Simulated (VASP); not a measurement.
Input of a VASP 6.6.1 run:

File INCAR:

```
SYSTEM = CdTe
  ALGO = Normal
  EDIFF = 1E-6
  ENCUT = 520
  GGA = PS
  ISIF = 2
  ISMEAR = 1
  ISPIN = 2
  IVDW = 13
  LASPH = .True.
  LCHARG = .True.
  LELF = .True.
  LORBIT = 11
  LREAL = .False.
  LVHAR = .True.
  LWAVE = .False.
  MAGMOM = 1 0
  NBANDS = 20
  NELM = 150
  NUPDOWN = 1.0
  PREC = Accurate
  SIGMA = 0.01
```

KPOINTS

```
k-points
0
Gamma
  7 7 7
  0 0 0
```

POSCAR

```
CdTe
1.0
    0.0000000000      3.2471758892      3.2471758892
    3.2471758892      0.0000000000      3.2471758892
    3.2471758892      3.2471758892      0.0000000000
Te Cd
1 1
Direct
    0.7500000000      0.7500000000      0.7500000000
    0.0000000000      0.0000000000      0.0000000000
```

Potentials or basis: VASP PAW PBE potentials, release 64 (Te, Cd).

The run is started by

```sh
$ cat potpaw_PBE.64/Te/POTCAR potpaw_PBE.64/Cd/POTCAR > POTCAR
$ mpirun -np 1 vasp_std > vasp.out
```

(1) What does it give for the dispersion energy per atom?

(2) Estimate the pressure.

## Answers

(1) -0.213 eV.

(2) 2.2 GPa.

Caveat: the PAW data sets were made with another functional, which shifts forces and pressure a little; the total moment is fixed, so each spin has its own Fermi level and the state may be an excited one.
